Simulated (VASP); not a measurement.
# InSb (Fmmm) in VASP: notebook

The runs below take InSb through single point, with PBE.

Everything below comes from runs of VASP 6.6.1. Logs are shortened: lines on timing, memory, paths and dates and some standing lists are left out, and cuts for length are marked.

## (1) The cell of the first run

It takes space group Fmmm (No. 69, orthorhombic). The conventional cell has a = 5.166 Å, b = 6.519 Å, c = 6.765 Å, α = 90.00°, β = 90.00°, γ = 90.00°. In (site symmetry mmm) has 6 Sb at 2.58 to 3.38 Å within 3.4 Å. Within 3.4 Å of Sb (site symmetry mmm) lie 6 In at 2.58 to 3.38 Å.

## (2) Single point, PBE

File INCAR:

```
SYSTEM = InSb
ALGO = Normal
EDIFF = 1E-6
ENCUT = 520
GGA = PE
ISIF = 2
ISMEAR = 0
LASPH = .True.
LCHARG = .False.
LREAL = .False.
LWAVE = .False.
NBANDS = 16
NELM = 100
PREC = Accurate
SIGMA = 0.15
```

File KPOINTS:

```
k-points
0
Gamma
  12 12 12
  0 0 0
```

File POSCAR:

```
InSb
1.0
    0.0000000000      3.2596948258      3.3827021777
    2.5831543902      0.0000000000      3.3827021777
    2.5831543902      3.2596948258      0.0000000000
In Sb
1 1
Direct
    0.0000000000      0.0000000000      0.0000000000
    0.5000000000      0.5000000000      0.5000000000
```

Potentials or basis: VASP PAW PBE potentials, release 64 (In_d, Sb).

The run is started by

```sh
$ cat potpaw_PBE.64/In_d/POTCAR potpaw_PBE.64/Sb/POTCAR > POTCAR
$ mpirun -np 1 vasp_std > vasp.out
```

OUTCAR:

```text
SYSTEM = InSb
   EDIFF = 1E-6
   ENCUT = 520
   GGA = PE
   ISIF = 2
   ISMEAR = 0
   LASPH = .True.
   LREAL = .False.
   NELM = 100
   PREC = Accurate

 ion  position               nearest neighbor table
   1  0.000  0.000  0.000-   2 2.58   2 2.58   2 3.26   2 3.26   2 3.38   2 3.38
   2  0.500  0.500  0.500-   1 2.58   1 2.58   1 3.26   1 3.26   1 3.38   1 3.38

  LATTYP: Found a face centered orthorhombic cell.
 ALAT       =     5.1663087804
 B/A-ratio  =     1.2619047619
 C/A-ratio  =     1.3095238095

  Lattice vectors:

 A1 = (   0.0000000000,   3.2596948258,   3.3827021777)
 A2 = (   2.5831543902,   0.0000000000,   3.3827021777)
 A3 = (   2.5831543902,   3.2596948258,   0.0000000000)

Analysis of symmetry for initial positions (statically):
=====================================================================
 Subroutine PRICEL returns:
 Original cell was already a primitive cell.

 Routine SETGRP: Setting up the symmetry group for a
 face centered orthorhombic supercell.

 Subroutine GETGRP returns: Found  8 space group operations
 (whereof  8 operations were pure point group operations)
 out of a pool of  8 trial point group operations.

The static configuration has the point symmetry D_2h.

Analysis of symmetry for dynamics (positions and initial velocities):
=====================================================================
 Subroutine PRICEL returns:
 Original cell was already a primitive cell.

 Routine SETGRP: Setting up the symmetry group for a
 face centered orthorhombic supercell.

 Subroutine GETGRP returns: Found  8 space group operations
 (whereof  8 operations were pure point group operations)
 out of a pool of  8 trial point group operations.

The dynamic configuration has the point symmetry D_2h.

 Subroutine INISYM returns: Found  8 space group operations
 (whereof  8 operations are pure point group operations),
 and found     1 'primitive' translations

----------------------------------------------------------------------------------------

                                     Primitive cell

  volume of cell :      56.9667

  direct lattice vectors                    reciprocal lattice vectors
     0.000000000  3.259694826  3.382702178    -0.193561795  0.153388592  0.147810825
     2.583154390  0.000000000  3.382702178     0.193561795 -0.153388592  0.147810825
     2.583154390  3.259694826  0.000000000     0.193561795  0.153388592 -0.147810825

  length of vectors
     4.697689260  4.256214354  4.159122138     0.287823329  0.287823329  0.287823329

  position of ions in fractional coordinates (direct lattice)
     0.000000000  0.000000000  0.000000000
     0.500000000  0.500000000  0.500000000

  ion indices of the primitive-cell ions
   primitive index   ion index
                 1           1
                 2           2

----------------------------------------------------------------------------------------

 KPOINTS: k-points

Automatic generation of k-mesh.
 Grid dimensions read from file:
 generate k-points for:   12   12   12

 Generating k-lattice:

  Cartesian coordinates                     Fractional coordinates (reciprocal lattice)
    -0.016130150  0.012782383  0.012317569     0.083333333  0.000000000  0.000000000
     0.016130150 -0.012782383  0.012317569     0.000000000  0.083333333 -0.000000000
     0.016130150  0.012782383 -0.012317569     0.000000000 -0.000000000  0.083333333

  Length of vectors
     0.023985277  0.023985277  0.023985277

  Shift w.r.t. Gamma in fractional coordinates (k-lattice)
     0.000000000  0.000000000  0.000000000

 Subroutine IBZKPT returns following result:
 ===========================================

 Found    280 irreducible k-points:

 Following reciprocal coordinates:
            Coordinates               Weight
  0.000000  0.000000  0.000000      1.000000
  0.083333  0.000000 -0.000000      8.000000
  0.166667  0.000000 -0.000000      8.000000
  0.250000  0.000000 -0.000000      8.000000
  0.333333 -0.000000 -0.000000      8.000000
  0.416667  0.000000 -0.000000      8.000000
[... 16 lines left out ...]
  0.500000  0.166667 -0.000000      8.000000
 -0.416667  0.166667  0.000000      8.000000
 [... further k-points ...]
   k-points           NKPTS =    280   k-points in BZ     NKDIM =    280   number of bands    NBANDS=     16
   number of dos      NEDOS =    301   number of ions     NIONS =      2
   total plane-waves  NPLWV =  36864
   dimension x,y,z NGX =    36 NGY =   32 NGZ =   32
   dimension x,y,z NGXF=    72 NGYF=   64 NGZF=   64
   ions per type =               1   1
   NGX,Y,Z   is equivalent  to a cutoff of  12.74, 12.50, 12.79 a.u.
   NGXF,Y,Z  is equivalent  to a cutoff of  25.48, 25.00, 25.58 a.u.
 SYSTEM =  InSb
   PREC   = accura    normal or accurate (medium, high low for compatibility)
   ISTART =      0    job   : 0-new  1-cont  2-samecut
   ICHARG =      2    charge: 1-file 2-atom 10-const
   ISPIN  =      1    spin polarized calculation?
   LNONCOLLINEAR =      F non collinear calculations
   LSORBIT =      F    spin-orbit coupling
   LASPH  =      T    aspherical Exc in radial PAW
   ENCUT  =  520.0 eV  38.22 Ry    6.18 a.u.   8.73  7.91  7.73*2*pi/ulx,y,z
   NELM   =    100;   NELMIN=  2; NELMDL= -5     # of ELM steps
   EDIFF  = 0.1E-05   stopping-criterion for ELM
   LREAL  =      F    real-space projection
   EDIFFG = 0.1E-04   stopping-criterion for IOM
   NSW    =      0    number of steps for IOM
   IBRION =     -1    ionic relax: 0-MD 1-quasi-New 2-CG
   NFREE  =      0    steps in history (QN), initial steepest desc. (CG)
   ISIF   =      2    stress and relaxation
   ISYM   =      2    0-nonsym 1-usesym 2-fastsym
   POTIM  = 0.5000    time-step for ionic-motion
   TEBEG  =    0.0;   TEEND  =   0.0 temperature during run
   PSTRESS=    0.0 pullay stress
   NELECT =      18.0000    total number of electrons
   NUPDOWN=      -1.0000    fix difference up-down
   EMIN   =  10.00;   EMAX   =-10.00  energy-range for DOS
   EFERMI =   0.00;   METHOD = LEGACY
   ISMEAR =     0;   SIGMA  =   0.15  broadening in eV -4-tet -1-fermi 0-gaus
   EFERMI_NEDOS =   21; number of points for ismear=-14 and -15
   IALGO  =     38    algorithm
   IMIX   =      4    mixing-type and parameters
     AMIX     =   0.40;   BMIX     =  1.00
     AMIX_MAG =   1.60;   BMIX_MAG =  1.00
  volume/ion in A,a.u.               =      28.48       192.22
  Fermi-wavevector in a.u.,A,eV,Ry     =   1.115044  2.107127 16.916436  1.243323
  Thomas-Fermi vector in A             =   2.251645
   LORBIT       =      0    0 simple, 1 ext, 2 COOP (PROOUT), +10 PAW based schemes
   GGA     = PE    functional components
   LHFCALC =     F    Hartree Fock is set to
   AEXX    =    0.0000 exact exchange contribution
   IVDW    =     0    specifies the selected vdW correction
   LEPSILON=     F    determine dielectric tensor
   LRPA    =     F    only Hartree local field effects (RPA)
 non-spin polarized calculation
 Gauss-broadening in eV      SIGMA  =   0.15
  energy-cutoff  :      520.00
  volume of cell :       56.97
 maximum number of plane-waves:      1550
   NGX = 17   NGY = 15   NGZ = 15

 number of electron      17.9999999 magnetization

 Free energy of the ion-electron system (eV)
  ---------------------------------------------------
  ext. energy  EPLUGINS =         0.00000000
  ---------------------------------------------------
  free energy    TOTEN  =        -5.72229076 eV

  energy without entropy =       -5.70849424  energy(sigma->0) =       -5.71539250

 E-fermi :   6.8146     XC(G=0):  -9.7241

 val. band max:        6.8112866392   @ k =  -0.2500   0.2500   0.0833
 cond. band min:       6.8179042692   @ k =  -0.0833   0.0833   0.1667
 fundamental gap:      0.0066176300
 Fermi energy:         6.8146468142

 k-point     1 :       0.0000    0.0000    0.0000
  band No.  band energies     occupation
      1      -8.2185      2.00000
      2      -7.9548      2.00000
      3      -7.9489      2.00000
      4      -7.8681      2.00000
      5      -7.8237      2.00000
      6      -4.3370      2.00000
[... 8 lines left out ...]
     15      13.4499      0.00000
     16      14.3130      0.00000

 k-point     2 :       0.0833    0.0000   -0.0000
  band No.  band energies     occupation
      1      -8.2176      2.00000
      2      -7.9539      2.00000
      3      -7.9486      2.00000
      4      -7.8674      2.00000
      5      -7.8241      2.00000
      6      -4.2701      2.00000
[... 8 lines left out ...]
     15      13.8599      0.00000
     16      13.9144      0.00000

 k-point     3 :       0.1667    0.0000   -0.0000
  band No.  band energies     occupation
      1      -8.2156      2.00000
      2      -7.9521      2.00000
      3      -7.9483      2.00000
      4      -7.8644      2.00000
      5      -7.8252      2.00000
      6      -4.0701      2.00000
[... 8 lines left out ...]
     15      14.0505      0.00000
     16      14.8471      0.00000

 k-point     4 :       0.2500    0.0000   -0.0000
  band No.  band energies     occupation
      1      -8.2140      2.00000
      2      -7.9510      2.00000
      3      -7.9487      2.00000
      4      -7.8583      2.00000
      5      -7.8265      2.00000
      6      -3.7432      2.00000
[... 8 lines left out ...]
     15      14.9558      0.00000
     16      15.4427      0.00000
[... 324 lines left out ...]
 k-point    22 :       0.4167    0.1667   -0.0000
  band No.  band energies     occupation
      1      -8.2349      2.00000
      2      -7.9551      2.00000
      3      -7.9334      2.00000
      4      -7.8581      2.00000
      5      -7.8241      2.00000
      6      -3.1061      2.00000
[... 8 lines left out ...]
     15      16.2702      0.00000
     16      16.5628      0.00000

 k-point    23 :       0.5000    0.1667   -0.0000
  band No.  band energies     occupation
      1      -8.2290      2.00000
      2      -7.9544      2.00000
      3      -7.9378      2.00000
      4      -7.8527      2.00000
      5      -7.8259      2.00000
      6      -2.7084      2.00000
[... 8 lines left out ...]
     15      15.8650      0.00000
     16      16.9890      0.00000

 k-point    24 :      -0.4167    0.1667    0.0000
  band No.  band energies     occupation
      1      -8.2218      2.00000
      2      -7.9542      2.00000
      3      -7.9424      2.00000
      4      -7.8486      2.00000
      5      -7.8275      2.00000
      6      -2.5172      2.00000
[... 8 lines left out ...]
     15      16.8374      0.00000
     16      17.5611      0.00000

 [... further k-points ...]
[... 5 lines left out ...]
  --------------------------------------------------------------------------------------
  -------------------------------------------------------------------------------------
  Total       12.2491015     -0.8033339     -1.1706719      0.0000000      0.0000000      0.0000000
  in kB      344.5035875    -22.5936091    -32.9249175      0.0000000      0.0000000      0.0000000
  external PRESSURE =      96.3283537 kB  Pullay stress =       0.0000000 kB

 VOLUME and BASIS-vectors are now :
 -----------------------------------------------------------------------------
  energy-cutoff  :      520.00
  volume of cell :       56.97
      direct lattice vectors                 reciprocal lattice vectors
     0.000000000  3.259694826  3.382702178    -0.193561795  0.153388592  0.147810825
     2.583154390  0.000000000  3.382702178     0.193561795 -0.153388592  0.147810825
     2.583154390  3.259694826  0.000000000     0.193561795  0.153388592 -0.147810825

 POSITION                                       TOTAL-FORCE (eV/Angst)
 -----------------------------------------------------------------------------------
      0.00000      0.00000      0.00000         0.000000     -0.000000     -0.000000
      2.58315      3.25969      3.38270        -0.000000      0.000000      0.000000
 -----------------------------------------------------------------------------------
    total drift:                               -0.000000      0.000000      0.000000

  FREE ENERGIE OF THE ION-ELECTRON SYSTEM (eV)
  ---------------------------------------------------
  free  energy   TOTEN  =        -5.7222907617 eV

  energy  without entropy=       -5.7084942377  energy(sigma->0) =       -5.71539250
```

It used 520 s of CPU time on 1 thread of AMD EPYC 7R13 Processor (Zen 3), with other jobs on the host.

What came out:

* Free energy: -5.7223 eV
* Pressure: 9.6 GPa
* Band gap on the k mesh: zero (band 9 reaches 7.53 eV, above the bottom of band 10 at 4.09 eV)

Stress tensor (GPa, compression positive):
```
34.45  0.00  0.00
 0.00 -2.26  0.00
 0.00  0.00 -3.29
```

Caveat: the cell differs from its parent crystal (strain +e along x and -e along y -0.1100, strain +e along z and -e/2 along x and y +0.1000); spin-orbit coupling is left out, which moves the levels of the heavy elements.

## (3) Single point, PBE

File INCAR:

```
SYSTEM = InSb
ALGO = Normal
EDIFF = 1E-6
ENCUT = 520
GGA = PE
ISIF = 2
ISMEAR = 0
LASPH = .TRUE.
LCHARG = .TRUE.
LELF = .TRUE.
LREAL = .FALSE.
LVHAR = .TRUE.
LWAVE = .FALSE.
NBANDS = 16
NELM = 80
PREC = Accurate
SIGMA = 0.15
```

File KPOINTS:

```
k-points
0
G
  12 12 12
  0 0 0
```

File POSCAR:

```
InSb
1.0
    0.0000000000      3.3365744207      3.2289429878
    2.6600339852      0.0000000000      3.2289429878
    2.6600339852      3.3365744207      0.0000000000
In Sb
1 1
Direct
    0.0000000000      0.0000000000      0.0000000000
    0.5000000000      0.5000000000      0.5000000000
```

Potentials or basis: VASP PAW PBE potentials, release 64 (In_d, Sb).

The run is started by

```sh
$ cat potpaw_PBE.64/In_d/POTCAR potpaw_PBE.64/Sb/POTCAR > POTCAR
$ mpirun -np 1 vasp_std > vasp.out
```

Run time: 4.8 min. Hardware: 1 thread of AMD EPYC 7R13 (Zen 3), shared host; peak memory 0.36 GiB.

The run converged. Its results:

| Property | Result |
| --- | --- |
| Free energy | -6.0549 eV |
| Pressure | 6.5 GPa |
| Band gap on the k mesh | zero (band 9 reaches 7.38 eV, above the bottom of band 10 at 4.15 eV) |

Stress tensor (GPa, compression positive):
```
24.96  0.00  0.00
 0.00 -3.27  0.00
 0.00  0.00 -2.19
```

Levels at points of the mesh, in eV from the Fermi level:
```tsv
k point	band 6	band 7	band 8	band 9	band 10	band 11	band 12	band 13
(0.00, 0.00, 0.00)	-11.08	-1.56	-0.03	0.59	0.73	4.02	4.56	5.95
(0.50, 0.00, 0.00)	-9.36	-6.65	-0.16	0.28	1.37	1.81	4.53	4.61
(0.50, 0.50, 0.00)	-8.99	-4.55	-3.09	-2.52	-0.57	3.74	5.20	9.25
(0.50, 0.00, 0.50)	-9.30	-4.49	-2.85	-2.18	-0.64	3.81	5.70	9.03
(0.00, 0.50, 0.50)	-7.83	-4.51	-3.87	-2.94	-2.59	2.72	7.51	8.36
```

Caveat: the cell differs from its parent crystal (strain +e along x and -e along y -0.1100, strain +e along z and -e/2 along x and y +0.0500); spin-orbit coupling is left out, which moves the levels of the heavy elements.
